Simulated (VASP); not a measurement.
# Ta (Fd-3m) in VASP: a series of runs

Runs on Ta. Level: LDA. Tasks: single point, relaxation of cell and atoms.

Everything below comes from runs of VASP 6.6.1. Logs are shortened: lines on timing, memory, paths and dates and some standing lists are left out, and cuts for length are marked.

### Step 1. The cell of the first run

It takes space group Fd-3m (No. 227, cubic). The conventional cell has a = 6.162 Å, b = 6.162 Å, c = 6.162 Å, α = 90.00°, β = 90.00°, γ = 90.00°. Within 3.5 Å of Ta (site symmetry -43m) lie 4 Ta at 2.67 Å.

This isn't the form of Ta at room conditions, which is bcc.

### Step 2. Single point, LDA (29.25 Å³/atom)

Contents of INCAR:

```
PREC = Accurate ; ENCUT = 520
EDIFF = 1E-7 ; ISMEAR = -1
SIGMA = 0.1 ; LREAL = F
LASPH = T ; NELM = 100
ALGO = Normal ; ISIF = 2
LWAVE = F ; LCHARG = T
GGA = CA ; LELF = T
LVHAR = T ; NBANDS = 18
```

Contents of KPOINTS:

```
regular mesh
0
Gamma
  10 10 10
```

Contents of POSCAR:

```
Ta
1.0
    0.0000000000      3.0811831216      3.0811831216
    3.0811831216      0.0000000000      3.0811831216
    3.0811831216      3.0811831216      0.0000000000
Ta
2
Direct
    0.1250000000      0.1250000000      0.1250000000
    0.8750000000      0.8750000000      0.8750000000
```

Potentials or basis: VASP PAW LDA potentials, release 64 (Ta_pv).

The run is started by

```sh
$ cat potpaw_LDA.64/Ta_pv/POTCAR > POTCAR
$ mpirun -np 1 vasp_std > vasp.out
```

OUTCAR:

```text
PREC = Accurate
   ENCUT = 520
   EDIFF = 1E-7
   ISMEAR = -1
   LREAL = F
   LASPH = T
   NELM = 100
   ISIF = 2
   GGA = CA

 ion  position               nearest neighbor table
   1  0.125  0.125  0.125-   2 2.67   2 2.67   2 2.67   2 2.67
   2  0.875  0.875  0.875-   1 2.67   1 2.67   1 2.67   1 2.67

  LATTYP: Found a face centered cubic cell.
 ALAT       =     6.1623662432

  Lattice vectors:

 A1 = (   0.0000000000,   3.0811831216,   3.0811831216)
 A2 = (   3.0811831216,   0.0000000000,   3.0811831216)
 A3 = (   3.0811831216,   3.0811831216,   0.0000000000)

Analysis of symmetry for initial positions (statically):
=====================================================================
 Subroutine PRICEL returns:
 Original cell was already a primitive cell.

 Routine SETGRP: Setting up the symmetry group for a
 face centered cubic supercell.

 Subroutine GETGRP returns: Found 48 space group operations
 (whereof 12 operations were pure point group operations)
 out of a pool of 48 trial point group operations.

The static configuration has the point symmetry D_3d.
 The point group associated with its full space group is O_h .

Analysis of symmetry for dynamics (positions and initial velocities):
=====================================================================
 Subroutine PRICEL returns:
 Original cell was already a primitive cell.

 Routine SETGRP: Setting up the symmetry group for a
 face centered cubic supercell.

 Subroutine GETGRP returns: Found 48 space group operations
 (whereof 12 operations were pure point group operations)
 out of a pool of 48 trial point group operations.

The dynamic configuration has the point symmetry D_3d.
 The point group associated with its full space group is O_h .

 Subroutine INISYM returns: Found 48 space group operations
 (whereof 12 operations are pure point group operations),
 and found     1 'primitive' translations

----------------------------------------------------------------------------------------

                                     Primitive cell

  volume of cell :      58.5036

  direct lattice vectors                    reciprocal lattice vectors
     0.000000000  3.081183122  3.081183122    -0.162275327  0.162275327  0.162275327
     3.081183122  0.000000000  3.081183122     0.162275327 -0.162275327  0.162275327
     3.081183122  3.081183122  0.000000000     0.162275327  0.162275327 -0.162275327

  length of vectors
     4.357450959  4.357450959  4.357450959     0.281069112  0.281069112  0.281069112

  position of ions in fractional coordinates (direct lattice)
     0.125000000  0.125000000  0.125000000
     0.875000000  0.875000000  0.875000000

  ion indices of the primitive-cell ions
   primitive index   ion index
                 1           1
                 2           2

----------------------------------------------------------------------------------------

 KPOINTS: regular mesh

Automatic generation of k-mesh.
 Grid dimensions read from file:
 generate k-points for:   10   10   10

 Generating k-lattice:

  Cartesian coordinates                     Fractional coordinates (reciprocal lattice)
    -0.016227533  0.016227533  0.016227533     0.100000000  0.000000000  0.000000000
     0.016227533 -0.016227533  0.016227533     0.000000000  0.100000000  0.000000000
     0.016227533  0.016227533 -0.016227533     0.000000000  0.000000000  0.100000000

  Length of vectors
     0.028106911  0.028106911  0.028106911

  Shift w.r.t. Gamma in fractional coordinates (k-lattice)
     0.000000000  0.000000000  0.000000000

 Subroutine IBZKPT returns following result:
 ===========================================

 Found     47 irreducible k-points:

 Following reciprocal coordinates:
            Coordinates               Weight
  0.000000  0.000000  0.000000      1.000000
  0.100000  0.000000  0.000000      8.000000
  0.200000  0.000000  0.000000      8.000000
  0.300000  0.000000  0.000000      8.000000
  0.400000  0.000000  0.000000      8.000000
  0.500000  0.000000  0.000000      4.000000
[... 16 lines left out ...]
  0.300000  0.300000  0.000000      6.000000
  0.400000  0.300000  0.000000     24.000000
 [... further k-points ...]
   k-points           NKPTS =     47   k-points in BZ     NKDIM =     47   number of bands    NBANDS=     18
   number of dos      NEDOS =    301   number of ions     NIONS =      2
   total plane-waves  NPLWV =  32768
   dimension x,y,z NGX =    32 NGY =   32 NGZ =   32
   dimension x,y,z NGXF=    64 NGYF=   64 NGZF=   64
   ions per type =               2
   NGX,Y,Z   is equivalent  to a cutoff of  12.21, 12.21, 12.21 a.u.
   NGXF,Y,Z  is equivalent  to a cutoff of  24.42, 24.42, 24.42 a.u.
 SYSTEM =  unknown system
   PREC   = accura    normal or accurate (medium, high low for compatibility)
   ISTART =      0    job   : 0-new  1-cont  2-samecut
   ICHARG =      2    charge: 1-file 2-atom 10-const
   ISPIN  =      1    spin polarized calculation?
   LNONCOLLINEAR =      F non collinear calculations
   LSORBIT =      F    spin-orbit coupling
   LASPH  =      T    aspherical Exc in radial PAW
   ENCUT  =  520.0 eV  38.22 Ry    6.18 a.u.   8.10  8.10  8.10*2*pi/ulx,y,z
   NELM   =    100;   NELMIN=  2; NELMDL= -5     # of ELM steps
   EDIFF  = 0.1E-06   stopping-criterion for ELM
   LREAL  =      F    real-space projection
   EDIFFG = 0.1E-05   stopping-criterion for IOM
   NSW    =      0    number of steps for IOM
   IBRION =     -1    ionic relax: 0-MD 1-quasi-New 2-CG
   NFREE  =      0    steps in history (QN), initial steepest desc. (CG)
   ISIF   =      2    stress and relaxation
   ISYM   =      2    0-nonsym 1-usesym 2-fastsym
   POTIM  = 0.5000    time-step for ionic-motion
   TEBEG  =    0.0;   TEEND  =   0.0 temperature during run
   PSTRESS=    0.0 pullay stress
   NELECT =      22.0000    total number of electrons
   NUPDOWN=      -1.0000    fix difference up-down
   EMIN   =  10.00;   EMAX   =-10.00  energy-range for DOS
   EFERMI =   0.00;   METHOD = LEGACY
   ISMEAR =    -1;   SIGMA  =   0.10  broadening in eV -4-tet -1-fermi 0-gaus
   EFERMI_NEDOS =   21; number of points for ismear=-14 and -15
   IALGO  =     38    algorithm
   IMIX   =      4    mixing-type and parameters
     AMIX     =   0.40;   BMIX     =  1.00
     AMIX_MAG =   1.60;   BMIX_MAG =  1.00
  volume/ion in A,a.u.               =      29.25       197.40
  Fermi-wavevector in a.u.,A,eV,Ry     =   1.181648  2.232991 18.997714  1.396293
  Thomas-Fermi vector in A             =   2.317918
   LORBIT       =      0    0 simple, 1 ext, 2 COOP (PROOUT), +10 PAW based schemes
   GGA     = CA    functional components
   LHFCALC =     F    Hartree Fock is set to
   AEXX    =    0.0000 exact exchange contribution
   IVDW    =     0    specifies the selected vdW correction
   LEPSILON=     F    determine dielectric tensor
   LRPA    =     F    only Hartree local field effects (RPA)
 non-spin polarized calculation
  energy-cutoff  :      520.00
  volume of cell :       58.50
 maximum number of plane-waves:      1596
   NGX = 17   NGY = 17   NGZ = 17

 number of electron      22.0000005 magnetization

 Free energy of the ion-electron system (eV)
  ---------------------------------------------------
  ext. energy  EPLUGINS =         0.00000000
  ---------------------------------------------------
  free energy    TOTEN  =       -19.59032510 eV

  energy without entropy =      -19.45780384  energy(sigma->0) =      -19.52406447

 E-fermi :   1.6821     XC(G=0): -10.0829

 val. band max:        1.6775352927   @ k =   0.4000   0.4000   0.0000
 cond. band min:       1.7333739701   @ k =  -0.4000   0.1000   0.0000
 fundamental gap:      0.0558386773
 Fermi energy:         1.6821373538

 k-point     1 :       0.0000    0.0000    0.0000
  band No.  band energies     occupation
      1     -32.3169      2.00000
      2     -32.3169      2.00000
      3     -32.3169      2.00000
      4     -31.5726      2.00000
      5     -31.5726      2.00000
      6     -31.5726      2.00000
[... 10 lines left out ...]
     17       7.2234      0.00000
     18      11.4407      0.00000

 k-point     2 :       0.1000    0.0000    0.0000
  band No.  band energies     occupation
      1     -32.3253      2.00000
      2     -32.3253      2.00000
      3     -32.3155      2.00000
      4     -31.5753      2.00000
      5     -31.5636      2.00000
      6     -31.5636      2.00000
[... 10 lines left out ...]
     17       7.1904      0.00000
     18      11.2130      0.00000

 k-point     3 :       0.2000    0.0000    0.0000
  band No.  band energies     occupation
      1     -32.3466      2.00000
      2     -32.3466      2.00000
      3     -32.3122      2.00000
      4     -31.5821      2.00000
      5     -31.5410      2.00000
      6     -31.5410      2.00000
[... 10 lines left out ...]
     17       7.0747      0.00000
     18      10.4067      0.00000

 k-point     4 :       0.3000    0.0000    0.0000
  band No.  band energies     occupation
      1     -32.3714      2.00000
      2     -32.3714      2.00000
      3     -32.3086      2.00000
      4     -31.5900      2.00000
      5     -31.5147      2.00000
      6     -31.5147      2.00000
[... 10 lines left out ...]
     17       6.8368      0.00000
     18       8.4714      0.00000

 k-point     5 :       0.4000    0.0000    0.0000
  band No.  band energies     occupation
      1     -32.3903      2.00000
      2     -32.3903      2.00000
      3     -32.3060      2.00000
      4     -31.5960      2.00000
      5     -31.4944      2.00000
      6     -31.4944      2.00000
[... 10 lines left out ...]
     17       6.4795      0.00000
     18       7.0343      0.00000

 k-point     6 :       0.5000    0.0000    0.0000
  band No.  band energies     occupation
      1     -32.3973      2.00000
      2     -32.3973      2.00000
      3     -32.3050      2.00000
      4     -31.5982      2.00000
      5     -31.4869      2.00000
      6     -31.4869      2.00000
[... 10 lines left out ...]
     17       6.2461      0.00000
     18       6.4852      0.00000

 k-point     7 :       0.1000    0.1000    0.0000
  band No.  band energies     occupation
      1     -32.3353      2.00000
      2     -32.3353      2.00000
      3     -32.2996      2.00000
      4     -31.5923      2.00000
      5     -31.5531      2.00000
      6     -31.5531      2.00000
[... 10 lines left out ...]
     17       7.3376      0.00000
     18      11.1680      0.00000

 k-point     8 :       0.2000    0.1000    0.0000
  band No.  band energies     occupation
      1     -32.3574      2.00000
      2     -32.3566      2.00000
      3     -32.2846      2.00000
      4     -31.6102      2.00000
      5     -31.5311      2.00000
      6     -31.5298      2.00000
[... 10 lines left out ...]
     17       7.3613      0.00000
     18      10.9264      0.00000
[... 229 lines left out ...]
     17       6.5194      0.00000
     18       6.8754      0.00000

 k-point    20 :      -0.4000    0.2000    0.0000
  band No.  band energies     occupation
      1     -32.4695      2.00000
      2     -32.4178      2.00000
      3     -32.1801      2.00000
      4     -31.7223      2.00000
      5     -31.4651      2.00000
      6     -31.4172      2.00000
[... 10 lines left out ...]
     17       6.7511      0.00000
     18       6.7849      0.00000

 k-point    21 :      -0.3000    0.2000    0.0000
  band No.  band energies     occupation
      1     -32.4587      2.00000
      2     -32.3974      2.00000
      3     -32.2079      2.00000
      4     -31.6928      2.00000
      5     -31.4868      2.00000
      6     -31.4281      2.00000
[... 10 lines left out ...]
     17       7.2636      0.00000
     18       7.5267      0.00000

 k-point    22 :      -0.2000    0.2000    0.0000
  band No.  band energies     occupation
      1     -32.4289      2.00000
      2     -32.3725      2.00000
      3     -32.2477      2.00000
      4     -31.6508      2.00000
      5     -31.5134      2.00000
      6     -31.4578      2.00000
[... 10 lines left out ...]
     17       7.4048      0.00000
     18       8.8121      0.00000

 k-point    23 :       0.3000    0.3000    0.0000
  band No.  band energies     occupation
      1     -32.4289      2.00000
      2     -32.4289      2.00000
      3     -32.1707      2.00000
      4     -31.7356      2.00000
      5     -31.4536      2.00000
      6     -31.4536      2.00000
[... 10 lines left out ...]
     17       7.4108      0.00000
     18       9.0085      0.00000

 k-point    24 :       0.4000    0.3000    0.0000
  band No.  band energies     occupation
      1     -32.4531      2.00000
      2     -32.4467      2.00000
      3     -32.1261      2.00000
      4     -31.7824      2.00000
      5     -31.4346      2.00000
      6     -31.4291      2.00000
[... 10 lines left out ...]
     17       7.2876      0.00000
     18       7.9622      0.00000

 [... further k-points ...]

------------------------ aborting loop because EDIFF is reached ----------------------------------------

  FORCE on cell =-STRESS in cart. coord.  units (eV):
  Direction    XX          YY          ZZ          XY          YZ          ZX
  --------------------------------------------------------------------------------------
  -------------------------------------------------------------------------------------
  Total       -2.6556091     -2.6556091     -2.6556091      0.0000000     -0.0000000      0.0000000
  in kB      -72.7264181    -72.7264181    -72.7264181      0.0000000     -0.0000000      0.0000000
  external PRESSURE =     -72.7264181 kB  Pullay stress =       0.0000000 kB

 VOLUME and BASIS-vectors are now :
 -----------------------------------------------------------------------------
  energy-cutoff  :      520.00
  volume of cell :       58.50
      direct lattice vectors                 reciprocal lattice vectors
     0.000000000  3.081183122  3.081183122    -0.162275327  0.162275327  0.162275327
     3.081183122  0.000000000  3.081183122     0.162275327 -0.162275327  0.162275327
     3.081183122  3.081183122  0.000000000     0.162275327  0.162275327 -0.162275327

 POSITION                                       TOTAL-FORCE (eV/Angst)
 -----------------------------------------------------------------------------------
      0.77030      0.77030      0.77030         0.000000     -0.000000      0.000000
      5.39207      5.39207      5.39207        -0.000000      0.000000     -0.000000
 -----------------------------------------------------------------------------------
    total drift:                                0.000000      0.000000     -0.000000

  FREE ENERGIE OF THE ION-ELECTRON SYSTEM (eV)
  ---------------------------------------------------
  free  energy   TOTEN  =       -19.5903251008 eV

  energy  without entropy=      -19.4578038437  energy(sigma->0) =      -19.52406447
```

Wall time 29 s (1 thread of Intel Xeon 8259CL, shared host); peak memory 0.17 GiB.

Results:

```
Free energy            : -19.5903 eV
Pressure               : -7.3 GPa
Band gap on the k mesh : zero (bands 11 and 12 overlap by 0.79 eV)
```

Caveat: the cell stands under tension; spin-orbit coupling is left out, which moves the levels of the heavy elements.

### Step 3. Relaxation of cell and atoms, LDA

This run uses another cell than the first one, of 24.39 Å³/atom.

Contents of INCAR:

```
SYSTEM = Ta
PREC     = Accurate       ! precision mode
ENCUT    = 600            ! plane-wave cutoff, eV
EDIFF    = 1E-6           ! SCF threshold, eV
ISMEAR   = -1             ! smearing method
SIGMA    = 0.1            ! smearing width, eV
LREAL    = .FALSE.        ! projectors in reciprocal space
LASPH    = .TRUE.         ! aspherical terms in the spheres
NELM     = 60             ! most SCF steps
ALGO     = Normal         ! electronic algorithm
ISIF     = 3              ! what is computed and relaxed
LWAVE    = .FALSE.        ! write WAVECAR
LCHARG   = .FALSE.        ! write CHGCAR
GGA      = CA             ! functional
IBRION   = 2              ! ionic algorithm
NSW      = 80             ! ionic steps
EDIFFG   = -0.01          ! ionic threshold
```

Contents of KPOINTS:

```
regular mesh
0
G
  9 9 9
  0 0 0
```

Contents of POSCAR:

```
Ta
1.0
    0.0000000000      2.8998653517      2.8998653517
    2.8998653517      0.0000000000      2.8998653517
    2.8998653517      2.8998653517      0.0000000000
Ta
2
Direct
    0.1250000000      0.1250000000      0.1250000000
    0.8750000000      0.8750000000      0.8750000000
```

Potentials or basis: VASP PAW LDA potentials, release 64 (Ta_pv).

The run is started by

```sh
$ cat potpaw_LDA.64/Ta_pv/POTCAR > POTCAR
$ mpirun -np 1 vasp_std > vasp.out
```

It took 65 s on 1 thread of Intel Xeon 8259CL, shared host; peak memory 0.18 GiB.

The run converged. Its results:

```yaml
Free_energy: -19.7384 eV
Relaxed_volume: 26.23 Å³/atom
Relaxed_cell: a = 4.202 Å, b = 4.202 Å, c = 4.202 Å, α = 60.00°, β = 60.00°, γ = 60.00°
Space_group_after_relaxing_to_0.1_Å: Fd-3m (No. 227)
Energy_gained_by_relaxing: 35.0 meV/atom
Ionic_steps: 3
Pressure_after_relaxing: -0.1 GPa
Band_gap_on_the_k_mesh: zero (bands 11 and 12 overlap by 0.67 eV)
```

The path:
| step | energy change (eV) | largest force (eV/Å) | pressure (GPa) | volume (Å³) |
| --- | --- | --- | --- | --- |
| 1 | 0.0000 | 0.0000 | 6.49 | 48.77 |
| 2 | -0.0127 | 0.0000 | -4.81 | 56.08 |
| 3 | -0.0700 | 0.0000 | -0.06 | 52.46 |

Final structure:
```cif
data_structure
_symmetry_space_group_name_H-M 'P 1'
_symmetry_Int_Tables_number 1
_cell_length_a 4.2020
_cell_length_b 4.2020
_cell_length_c 4.2020
_cell_angle_alpha 60.000
_cell_angle_beta 60.000
_cell_angle_gamma 60.000
_cell_volume 52.46
loop_
_atom_site_label
_atom_site_type_symbol
_atom_site_fract_x
_atom_site_fract_y
_atom_site_fract_z
_atom_site_occupancy
Ta1 Ta 0.12500 0.12500 0.12500 1
Ta2 Ta 0.87500 0.87500 0.87500 1
```

Levels at points of the mesh, in eV from the Fermi level:
```tsv
k point	band 7	band 8	band 9	band 10	band 11	band 12	band 13	band 14	band 15
(0.00, 0.00, 0.00)	-5.76	-1.20	-1.20	-0.30	-0.30	-0.30	2.14	2.14	2.14
```

Caveat: spin-orbit coupling is left out, which moves the levels of the heavy elements.

### Step 4. Single point, LDA, non-collinear spin, zero start, spin-orbit coupling

This run uses another cell than the first one, of 26.12 Å³/atom.

Contents of INCAR:

```
SYSTEM = Ta
ALGO = Normal
EDIFF = 1E-6
ENCUT = 520
GGA_COMPAT = .False.
ISIF = 2
ISMEAR = -1
LASPH = .True.
LCHARG = .False.
LMAXMIX = 4
LNONCOLLINEAR = .True.
LORBIT = 11
LORBMOM = .True.
LREAL = .False.
LSORBIT = .True.
LWAVE = .False.
MAGMOM = 0 0 0 0 0 0
NBANDS = 34
NELM = 150
PREC = Accurate
SIGMA = 0.1
```

Contents of KPOINTS:

```
k-points
0
Gamma
  9 9 9
  0 0 0
```

Contents of POSCAR:

```
Ta
1.0
    0.0000000000      2.9669587112      2.9669587112
    2.9669587112      0.0000000000      2.9669587112
    2.9669587112      2.9669587112      0.0000000000
Ta
2
Direct
    0.1250000000      0.1250000000      0.1250000000
    0.8750000000      0.8750000000      0.8750000000
```

The run is started by

```sh
$ cat potpaw_LDA.64/Ta_pv/POTCAR > POTCAR
$ mpirun -np 1 vasp_ncl > vasp.out
```

Run time: 1.8 min. Hardware: 1 thread of Intel Xeon 8259CL, shared host; peak memory 0.29 GiB.

It converged, with:

- Free energy: -21.2748 eV
- Pressure: 0.0 GPa
- Net moment: 0.00 μB per cell
- Valence electrons inside the program's atomic spheres: Ta 9.12

Moments on the atoms (μB; x, y, z):
```
Ta  0.00 0.00 0.00
Ta  0.00 0.00 0.00
```

### Step 5. Overview

| task | spin | cell | k mesh | cutoff (eV) | gap on the mesh (eV) | pressure (GPa) |
| --- | --- | --- | --- | --- | --- | --- |
| single point | off | a = 4.357 Å, angles 60.0°, 2 atoms | 10 × 10 × 10 | 520 | none | -7.3 |
| relaxation of cell and atoms | off | relaxed from a = 4.101 Å, angles 60.0°, 2 atoms | 9 × 9 × 9 | 600 | none | -0.1 |
| single point | non-collinear, zero start, SOC | a = 4.196 Å, angles 60.0°, 2 atoms | 9 × 9 × 9 | 520 | - | 0.0 |

Alike in all rows: level LDA; potentials or basis VASP PAW LDA potentials, release 64 (Ta_pv); smearing fermi-dirac 0.1 eV.

Caveats: spin-orbit coupling is left out, which moves the levels of the heavy elements (at least some runs); the cell stands under tension (at least some runs).

Total energies depend on the potentials used, so only differences within one code and one set of settings carry meaning.
